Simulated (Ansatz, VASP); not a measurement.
**Sr2Ag in VASP and in Ansatz**

```
CELL_PARAMETERS angstrom
0.00000 4.76499 0.00000
4.76499 0.00000 0.00000
2.38250 2.38250 -8.40769
ATOMIC_POSITIONS crystal
Sr 0.50000 0.00000 0.00000
Sr 0.00000 0.50000 0.00000
Sr 0.32900 0.32900 0.34200
Sr 0.67100 0.67100 0.65800
Ag 0.13800 0.13800 0.72400
Ag 0.86200 0.86200 0.27600
```

Alike in both runs: task single point; functional PBE; k mesh 7 × 7 × 7; no spin polarisation.

|  | VASP | Ansatz |
| --- | --- | --- |
| version | VASP 6.6.1 | Ansatz 0.2.0 |
| potentials or method | VASP PAW PBE potentials, release 64 (Sr_sv, Ag), cutoff 520 eV | PAW plane waves |
| occupations | fermi-dirac, width 0.1 eV | fermi-dirac |
| valence electrons in the cell | 62 | 78 |

```csv
,VASP,Ansatz,Ansatz less VASP
pressure (GPa),5.3,5.2,-0.09
"traceless stress, the component that is largest in VASP (GPa)",0.37,0.36,-0.012
rms of the force components (eV/Å),0.289,0.289,-0.0001
```

Atom by atom the forces differ by 0.001 eV/Å (rms over components). VASP's potentials hold 62 valence electrons a cell and Ansatz's 78, so a difference there can come from the potentials and not from the codes.
